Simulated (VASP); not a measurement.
## La: single point with revPBE

The system is La.

```
La
1.0
     0.00000    2.71899    2.71899
     2.71899    0.00000    2.71899
     2.71899    2.71899    0.00000
La
1
Direct
  0.00000 0.00000 0.00000
```

This isn't the form of La at room conditions, which is double hcp.

- Program: VASP 6.6.1
- Task: single point
- Functional: revPBE
- Potentials or basis: VASP PAW PBE potentials, release 64 (La)
- Cutoff: 520 eV
- k mesh: 11 × 11 × 11
- Occupations: fermi-dirac, width 0.1 eV
- Spin: no spin polarisation
- Dipole correction: no
- Further INCAR settings: ALGO = Normal; EDIFF = 1e-06; NBANDS = 12

* Pressure: -0.9 GPa
* Band gap on the k mesh: zero (an odd number of electrons rules out a gap without spin polarisation)

Levels at points of the mesh, in eV from the Fermi level:
```tsv
k point	band 3	band 4	band 5	band 6	band 7	band 8
(0.00, 0.00, 0.00)	-16.13	-16.13	-3.19	1.25	1.45	1.45
```

It took 62 s on 1 thread of Intel(R) Xeon(R) Platinum 8259CL CPU @ 2.50GHz (Skylake/Cascade Lake), on a shared host, peak memory 0.19 GiB.

Caveat: the PAW data sets were made with another functional, which shifts forces and pressure a little; spin-orbit coupling is left out, which moves the levels of the heavy elements.
